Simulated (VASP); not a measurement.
Set up this calculation in VASP 6.6.1, as the native input.

```
Task                   : single point
Functional             : PBE
Potentials or basis    : VASP PAW PBE potentials, release 64 (Zr_sv, B)
Cutoff                 : 520 eV
k mesh                 : 12 × 12 × 12
Occupations            : gaussian, width 0.1 eV
Spin                   : no spin polarisation
Dipole correction      : no
Further INCAR settings : ALGO = Normal; EDIFF = 1e-06; NBANDS = 23
```

The structure of ZrB lies in POSCAR:

```
ZrB
1.0
    1.5962435308      0.9215916322      6.3020810044
   -1.5962435308      0.9215916322      6.3020810044
    0.0000000000     -1.8431832644      6.3020810044
Zr B
2 2
Direct
    0.9090872751      0.9090872751      0.9090872751
    0.0909127249      0.0909127249      0.0909127249
    0.6663638424      0.6663638424      0.6663638424
    0.3336361576      0.3336361576      0.3336361576
```

The cell was generated, and may not be a known phase.

The input as run:

INCAR

```
SYSTEM = ZrB
PREC = Accurate
ENCUT = 520
EDIFF = 1E-6
ISMEAR = 0
SIGMA = 0.1
LREAL = .FALSE.
LASPH = .TRUE.
NELM = 100
ALGO = Normal
ISIF = 2
LWAVE = .FALSE.
LCHARG = .FALSE.
GGA = PE
NBANDS = 23
```

KPOINTS

```
regular mesh
0
G
  12 12 12
  0 0 0
```

Potentials or basis: VASP PAW PBE potentials, release 64 (Zr_sv, B).

Command:

```console
$ cat potpaw_PBE.64/Zr_sv/POTCAR potpaw_PBE.64/B/POTCAR > POTCAR
$ mpirun -np 1 vasp_std > vasp.out
```

It gave:

```json
{
  "Pressure": "0.1 GPa",
  "Largest force": "0.012 eV/Å",
  "Band gap on the k mesh": "zero (bands 15 and 16 overlap by 1.48 eV)"
}
```

Run time: 23 min on 1 thread of Intel(R) Xeon(R) Platinum 8375C CPU @ 2.90GHz (Ice Lake), on a shared host, peak memory 0.47 GiB.
